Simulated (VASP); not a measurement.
# Al2BAs2 (P4mm) in VASP: further runs

The runs below take Al2BAs2 through relaxation of cell and atoms, with PBE.

Program: VASP 6.6.1. These are calculated values, not measurements. Logs are shortened: lines on timing, memory, paths and dates and some standing lists are left out, and cuts for length are marked.

**1. The cell of the first run**

The structure is tetragonal, space group P4mm (No. 99). The conventional cell has a = 3.533 Å, b = 3.533 Å, c = 7.252 Å, α = 90.00°, β = 90.00°, γ = 90.00°. Within 2.6 Å of Al (site symmetry 2mm) lie 2 B at 1.97 Å and 4 Al at 2.50 Å. Within 2.6 Å of B (site symmetry 4mm) lie 4 Al at 1.97 Å. Within 3.3 Å of As (site symmetry 2mm) lie 4 As at 2.50 Å and 1 Al at 3.27 Å.

The cell was generated, and may not be a known phase.

**2. Relaxation of cell and atoms, PBE**

INCAR

```
SYSTEM = Al2BAs2
PREC = Accurate
ENCUT = 600
EDIFF = 1E-7
ISMEAR = 0
SIGMA = 0.1
LREAL = .FALSE.
LASPH = .TRUE.
NELM = 60
ALGO = Normal
ISIF = 3
LWAVE = .FALSE.
LCHARG = .FALSE.
GGA = PE
IBRION = 2
NSW = 90
EDIFFG = -0.04
```

KPOINTS

```
Automatic mesh
0
G
  6 6 4
  0 0 0
```

POSCAR

```
Al2BAs2
1.0
    3.5333578700      0.0000000000      0.0000000000
    0.0000000000      3.5333578700      0.0000000000
    0.0000000000      0.0000000000      7.2522542000
Al B As
2 1 2
Direct
    0.5000000000      0.0000000000      0.1146059600
    0.0000000000      0.5000000000      0.1146059600
    0.5000000000      0.5000000000      0.2362745300
    0.5000000000      0.0000000000      0.6641332000
    0.0000000000      0.5000000000      0.6641332000
```

Potentials or basis: VASP PAW PBE potentials, release 64 (Al, B, As).

Launch:

```bash
cat potpaw_PBE.64/Al/POTCAR potpaw_PBE.64/B/POTCAR potpaw_PBE.64/As/POTCAR > POTCAR
mpirun -np 1 vasp_std > vasp.out
```

OUTCAR:

```text
SYSTEM = Al2BAs2
   PREC = Accurate
   ENCUT = 600
   EDIFF = 1E-7
   ISMEAR = 0
   LREAL = .FALSE.
   LASPH = .TRUE.
   NELM = 60
   ISIF = 3
   GGA = PE
   IBRION = 2
   NSW = 90
   EDIFFG = -0.04

 ion  position               nearest neighbor table
   1  0.500  0.000  0.115-   3 1.97   3 1.97   2 2.50   2 2.50   2 2.50   2 2.50
   2  0.000  0.500  0.115-   3 1.97   3 1.97   1 2.50   1 2.50   1 2.50   1 2.50
   3  0.500  0.500  0.236-   1 1.97   2 1.97   1 1.97   2 1.97
   4  0.500  0.000  0.664-   5 2.50   5 2.50   5 2.50   5 2.50
   5  0.000  0.500  0.664-   4 2.50   4 2.50   4 2.50   4 2.50

  LATTYP: Found a simple tetragonal cell.
 ALAT       =     3.5333578700
 C/A-ratio  =     2.0525105203

  Lattice vectors:

 A1 = (   3.5333578700,   0.0000000000,   0.0000000000)
 A2 = (   0.0000000000,   3.5333578700,   0.0000000000)
 A3 = (   0.0000000000,   0.0000000000,   7.2522542000)

Analysis of symmetry for initial positions (statically):
=====================================================================
 Subroutine PRICEL returns:
 Original cell was already a primitive cell.

 Routine SETGRP: Setting up the symmetry group for a
 simple tetragonal supercell.

 Subroutine GETGRP returns: Found  8 space group operations
 (whereof  8 operations were pure point group operations)
 out of a pool of 16 trial point group operations.

The static configuration has the point symmetry C_4v.

Analysis of symmetry for dynamics (positions and initial velocities):
=====================================================================
 Subroutine PRICEL returns:
 Original cell was already a primitive cell.

 Routine SETGRP: Setting up the symmetry group for a
 simple tetragonal supercell.

 Subroutine GETGRP returns: Found  8 space group operations
 (whereof  8 operations were pure point group operations)
 out of a pool of 16 trial point group operations.

The dynamic configuration has the point symmetry C_4v.

 Subroutine INISYM returns: Found  8 space group operations
 (whereof  8 operations are pure point group operations),
 and found     1 'primitive' translations

----------------------------------------------------------------------------------------

                                     Primitive cell

  volume of cell :      90.5416

  direct lattice vectors                    reciprocal lattice vectors
     3.533357870  0.000000000  0.000000000     0.283016903  0.000000000  0.000000000
     0.000000000  3.533357870  0.000000000     0.000000000  0.283016903  0.000000000
     0.000000000  0.000000000  7.252254200     0.000000000  0.000000000  0.137888162

  length of vectors
     3.533357870  3.533357870  7.252254200     0.283016903  0.283016903  0.137888162

  position of ions in fractional coordinates (direct lattice)
     0.500000000  0.000000000  0.114605960
     0.000000000  0.500000000  0.114605960
     0.500000000  0.500000000  0.236274530
     0.500000000  0.000000000  0.664133200
     0.000000000  0.500000000  0.664133200

  ion indices of the primitive-cell ions
   primitive index   ion index
                 1           1
                 2           2
                 3           3
                 4           4
                 5           5

----------------------------------------------------------------------------------------

 KPOINTS: Automatic mesh

Automatic generation of k-mesh.
 Grid dimensions read from file:
 generate k-points for:    6    6    4

 Generating k-lattice:

  Cartesian coordinates                     Fractional coordinates (reciprocal lattice)
     0.047169484  0.000000000  0.000000000     0.166666667  0.000000000  0.000000000
     0.000000000  0.047169484  0.000000000     0.000000000  0.166666667  0.000000000
     0.000000000  0.000000000  0.034472040     0.000000000  0.000000000  0.250000000

  Length of vectors
     0.047169484  0.047169484  0.034472040

  Shift w.r.t. Gamma in fractional coordinates (k-lattice)
     0.000000000  0.000000000  0.000000000

 Subroutine IBZKPT returns following result:
 ===========================================

 Found     30 irreducible k-points:

 Following reciprocal coordinates:
            Coordinates               Weight
  0.000000  0.000000  0.000000      1.000000
  0.166667  0.000000  0.000000      4.000000
  0.333333  0.000000  0.000000      4.000000
  0.500000  0.000000  0.000000      2.000000
  0.166667  0.166667  0.000000      4.000000
  0.333333  0.166667  0.000000      8.000000
[... 16 lines left out ...]
  0.333333  0.000000  0.500000      4.000000
  0.500000  0.000000  0.500000      2.000000
 [... further k-points ...]
   k-points           NKPTS =     30   k-points in BZ     NKDIM =     30   number of bands    NBANDS=     13
   number of dos      NEDOS =    301   number of ions     NIONS =      5
   total plane-waves  NPLWV =  47040
   dimension x,y,z NGX =    28 NGY =   28 NGZ =   60
   dimension x,y,z NGXF=    56 NGYF=   56 NGZF=  120
   ions per type =               2   1   2
   NGX,Y,Z   is equivalent  to a cutoff of  13.17, 13.17, 13.75 a.u.
   NGXF,Y,Z  is equivalent  to a cutoff of  26.35, 26.35, 27.51 a.u.
 SYSTEM =  Al2BAs2
   PREC   = accura    normal or accurate (medium, high low for compatibility)
   ISTART =      0    job   : 0-new  1-cont  2-samecut
   ICHARG =      2    charge: 1-file 2-atom 10-const
   ISPIN  =      1    spin polarized calculation?
   LNONCOLLINEAR =      F non collinear calculations
   LSORBIT =      F    spin-orbit coupling
   LASPH  =      T    aspherical Exc in radial PAW
   ENCUT  =  600.0 eV  44.10 Ry    6.64 a.u.   7.06  7.06 14.48*2*pi/ulx,y,z
   NELM   =     60;   NELMIN=  2; NELMDL= -5     # of ELM steps
   EDIFF  = 0.1E-06   stopping-criterion for ELM
   LREAL  =      F    real-space projection
   EDIFFG = -.4E-01   stopping-criterion for IOM
   NSW    =     90    number of steps for IOM
   IBRION =      2    ionic relax: 0-MD 1-quasi-New 2-CG
   NFREE  =      1    steps in history (QN), initial steepest desc. (CG)
   ISIF   =      3    stress and relaxation
   ISYM   =      2    0-nonsym 1-usesym 2-fastsym
   POTIM  = 0.5000    time-step for ionic-motion
   TEBEG  =    0.0;   TEEND  =   0.0 temperature during run
   PSTRESS=    0.0 pullay stress
   NELECT =      19.0000    total number of electrons
   NUPDOWN=      -1.0000    fix difference up-down
   EMIN   =  10.00;   EMAX   =-10.00  energy-range for DOS
   EFERMI =   0.00;   METHOD = LEGACY
   ISMEAR =     0;   SIGMA  =   0.10  broadening in eV -4-tet -1-fermi 0-gaus
   EFERMI_NEDOS =   21; number of points for ismear=-14 and -15
   IALGO  =     38    algorithm
   IMIX   =      4    mixing-type and parameters
     AMIX     =   0.40;   BMIX     =  1.00
     AMIX_MAG =   1.60;   BMIX_MAG =  1.00
  volume/ion in A,a.u.               =      18.11       122.20
  Fermi-wavevector in a.u.,A,eV,Ry     =   0.972844  1.838409 12.876904  0.946426
  Thomas-Fermi vector in A             =   2.103176
   LORBIT       =      0    0 simple, 1 ext, 2 COOP (PROOUT), +10 PAW based schemes
   GGA     = PE    functional components
   LHFCALC =     F    Hartree Fock is set to
   AEXX    =    0.0000 exact exchange contribution
   IVDW    =     0    specifies the selected vdW correction
   LEPSILON=     F    determine dielectric tensor
   LRPA    =     F    only Hartree local field effects (RPA)
 conjugate gradient relaxation of ions
 non-spin polarized calculation
 Gauss-broadening in eV      SIGMA  =   0.10
  energy-cutoff  :      600.00
  volume of cell :       90.54
 maximum number of plane-waves:      3052
   NGX = 15   NGY = 15   NGZ = 29

--------------------------------------- Ionic step        1  -------------------------------------------

 number of electron      19.0000002 magnetization

 Free energy of the ion-electron system (eV)
  ---------------------------------------------------
  ext. energy  EPLUGINS =         0.00000000
  ---------------------------------------------------
  free energy    TOTEN  =       -19.67696379 eV

  energy without entropy =      -19.65926730  energy(sigma->0) =      -19.66811554

------------------------ aborting loop because EDIFF is reached ----------------------------------------

  FORCE on cell =-STRESS in cart. coord.  units (eV):
  Direction    XX          YY          ZZ          XY          YZ          ZX
  --------------------------------------------------------------------------------------
  -------------------------------------------------------------------------------------
  Total       13.9169527     13.9169527     -2.7418892      0.0000000      0.0000000     -0.0000000
  in kB      246.2671375    246.2671375    -48.5190416      0.0000000      0.0000000     -0.0000000
  external PRESSURE =     148.0050778 kB  Pullay stress =       0.0000000 kB
[... 872 lines left out ...]
 k-point    24 :       0.5000    0.0000    0.5000
  band No.  band energies     occupation
      1      -5.4766      2.00000
      2      -5.3870      2.00000
      3      -3.4153      2.00000
      4      -1.5047      2.00000
      5       3.4564      2.00000
      6       3.7378      2.00000
      7       4.3341      2.00000
      8       5.0177      2.00000
      9       5.0884      2.00000
     10       5.1814      2.00000
     11       5.6520      0.82010
     12       6.2520      0.00000
     13       6.6739      0.00000

 [... further k-points ...]

[... ionic steps 4 to 17 ...]

--------------------------------------- Ionic step       18  -------------------------------------------

 number of electron      19.0000000 magnetization

------------------------ aborting loop because EDIFF is reached ----------------------------------------

  FORCE on cell =-STRESS in cart. coord.  units (eV):
  Direction    XX          YY          ZZ          XY          YZ          ZX
  --------------------------------------------------------------------------------------
  -------------------------------------------------------------------------------------
  Total       -0.0921875     -0.0921875      0.1600128      0.0000000      0.0000000      0.0000000
  in kB       -1.6780596     -1.6780596      2.9126618      0.0000000      0.0000000      0.0000000
  external PRESSURE =      -0.1478192 kB  Pullay stress =       0.0000000 kB
[... 63 lines left out ...]
  energy  without entropy=      -21.7041100409  energy(sigma->0) =      -21.70820959

--------------------------------------- Ionic step       20  -------------------------------------------

 number of electron      18.9999998 magnetization

 Free energy of the ion-electron system (eV)
  ---------------------------------------------------
  ext. energy  EPLUGINS =         0.00000000
  ---------------------------------------------------
  free energy    TOTEN  =       -21.71292002 eV

  energy without entropy =      -21.70564933  energy(sigma->0) =      -21.70928467

 E-fermi :   5.7213     XC(G=0): -10.0294

 val. band max:        5.7211184476   @ k =   0.5000   0.0000   0.5000
 cond. band min:       5.7839179163   @ k =   0.1667   0.1667   0.5000
 fundamental gap:      0.0627994687
 Fermi energy:         5.7212521245

 k-point     1 :       0.0000    0.0000    0.0000
  band No.  band energies     occupation
      1      -7.7346      2.00000
      2      -3.5381      2.00000
      3      -1.7574      2.00000
      4      -0.4420      2.00000
      5       1.9490      2.00000
      6       1.9490      2.00000
      7       4.1915      2.00000
      8       4.1915      2.00000
      9       5.4735      1.99954
     10       5.5476      1.98596
     11       7.6799      0.00000
     12       7.9542      0.00000
[... 401 lines left out ...]
  FREE ENERGIE OF THE ION-ELECTRON SYSTEM (eV)
  ---------------------------------------------------
  free  energy   TOTEN  =       -21.7129200151 eV

  energy  without entropy=      -21.7056493309  energy(sigma->0) =      -21.70928467

 reached required accuracy - stopping structural energy minimisation
```

Wall time 12 min (1 thread of Intel Xeon 8259CL, shared host); peak memory 0.25 GiB.

What came out:

```
Free energy                           : -21.7129 eV
Relaxed volume                        : 17.53 Å³/atom
Relaxed cell                          : a = 3.945 Å, b = 3.945 Å, c = 5.631 Å, α = 90.00°, β = 90.00°, γ = 90.00°
Space group after relaxing (to 0.1 Å) : P4mm (No. 99)
Energy gained by relaxing             : 407.2 meV/atom
Ionic steps                           : 20
Pressure after relaxing               : 0.2 GPa
Largest force after relaxing          : 0.014 eV/Å
Band gap on the k mesh                : zero (an odd number of electrons rules out a gap without spin polarisation)
```

Forces on the atoms (eV/Å):
```
Al   0.000  0.000  0.010
Al   0.000  0.000  0.010
B    0.000  0.000  0.008
As   0.000  0.000 -0.014
As   0.000  0.000 -0.014
```

Stress tensor (GPa, compression positive):
```
0.26 0.00 0.00
0.00 0.26 0.00
0.00 0.00 0.12
```

Step by step:
| step | energy change (eV) | largest force (eV/Å) | pressure (GPa) | volume (Å³) |
| --- | --- | --- | --- | --- |
| 1 | 0.0000 | 1.1936 | 14.80 | 90.54 |
| 2 | -0.8604 | 1.0000 | -9.18 | 113.41 |
| 3 | -1.1052 | 0.4674 | -3.53 | 104.73 |
| 4 | -1.4602 | 0.4924 | -3.40 | 100.27 |
| 5 | -1.7829 | 1.2915 | 5.88 | 85.99 |
| 6 | -1.8455 | 0.3372 | -1.87 | 94.10 |
| 7 | -1.9643 | 0.2598 | 1.02 | 90.10 |
| 8 | -1.9647 | 0.2748 | 1.31 | 89.78 |
| 9 | -1.9811 | 0.3086 | -0.64 | 91.36 |
| 10 | -1.9820 | 0.2971 | -0.30 | 91.07 |
| 11 | -1.9992 | 0.1717 | -0.85 | 91.00 |
| 12 | -2.0104 | 0.1560 | -1.71 | 90.86 |
| 13 | -2.0185 | 0.1746 | -1.27 | 90.08 |
| 14 | -2.0264 | 0.1952 | -0.34 | 88.62 |
| 15 | -2.0267 | 0.2028 | -0.11 | 88.27 |
| 16 | -2.0307 | 0.1556 | -0.09 | 88.20 |
| 17 | -2.0335 | 0.0792 | -0.04 | 88.06 |
| 18 | -2.0341 | 0.0732 | -0.01 | 88.02 |
| 19 | -2.0353 | 0.0537 | 0.06 | 87.89 |
| 20 | -2.0360 | 0.0142 | 0.21 | 87.64 |

Final structure:
```yaml
crystal:
  lattice:
    - [3.94502, 0.00000, 0.00000]
    - [0.00000, 3.94502, 0.00000]
    - [0.00000, 0.00000, 5.63124]
  atoms:
    - { symbol: Al, position: [0.50000, 0.00000, 0.11407] }
    - { symbol: Al, position: [0.00000, 0.50000, 0.11407] }
    - { symbol: B, position: [0.50000, 0.50000, 0.25421] }
    - { symbol: As, position: [0.50000, 0.00000, 0.65571] }
    - { symbol: As, position: [0.00000, 0.50000, 0.65571] }
```

Levels at points of the mesh, in eV from the Fermi level:
```
           k point  band 7  band 8  band 9  band 10  band 11  band 12  band 13
(0.00, 0.00, 0.00)   -1.53   -1.53   -0.25    -0.17     1.96     2.23     3.73
(0.50, 0.00, 0.00)   -2.43   -0.80   -0.45    -0.27     0.15     2.03     2.94
(0.50, 0.50, 0.00)   -4.68   -2.89   -2.89    -1.95    -1.31     2.45     6.38
(0.00, 0.00, 0.50)   -2.62   -2.62   -1.94    -1.23     0.72     2.90     5.22
(0.50, 0.00, 0.50)   -1.33   -0.67   -0.60    -0.52     0.00     0.62     1.00
(0.50, 0.50, 0.50)   -5.36   -2.97    0.07     0.07     0.87     3.08     3.08
```

Caveat: a cell axis changed by over 15 % at a fixed basis, so the end point is rough.

(Continued in part 2 of 2.)

The gap in the log of VASP goes by the Fermi energy; the results here count the filled bands.